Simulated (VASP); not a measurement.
Cr, 1 atom in the cell. The structure is cubic, space group Im-3m (No. 229). Conventional cell: a = 2.848 Å, b = 2.848 Å, c = 2.848 Å, α = 90.00°, β = 90.00°, γ = 90.00°. Within 3.3 Å of Cr (site symmetry m-3m) lie 14 Cr at 2.47 to 2.85 Å. 

```yaml
Program: VASP 6.6.1
Task: relaxation of cell and atoms
Functional: LDA
Potentials_or_basis: VASP PAW LDA potentials, release 64 (Cr_pv)
Cutoff: 500 eV
k_mesh: 20 × 20 × 20
Occupations: gaussian, width 0.1 eV
Spin: no spin polarisation
Dipole_correction: no
Further_INCAR_settings: ALGO = Normal; EDIFF = 1e-07; IBRION = 2; EDIFFG = -0.005; NSW = 70; ISIF = 3
```

Potentials or basis: VASP PAW LDA potentials, release 64 (Cr_pv).

Launch:

```console
$ cat potpaw_LDA.64/Cr_pv/POTCAR > POTCAR
$ mpirun -np 1 vasp_std > vasp.out
```

Hardware: 1 thread of Intel(R) Xeon(R) Platinum 8481C CPU @ 2.70GHz (Sapphire Rapids), with other jobs on the host.

Q: Estimate the wall time of this run.

A: It took 35 s on 1 thread of Intel(R) Xeon(R) Platinum 8481C CPU @ 2.70GHz (Sapphire Rapids) (shared host), peak memory 0.15 GiB. Counts: scf iterations 50, k points 256, ion steps 7.
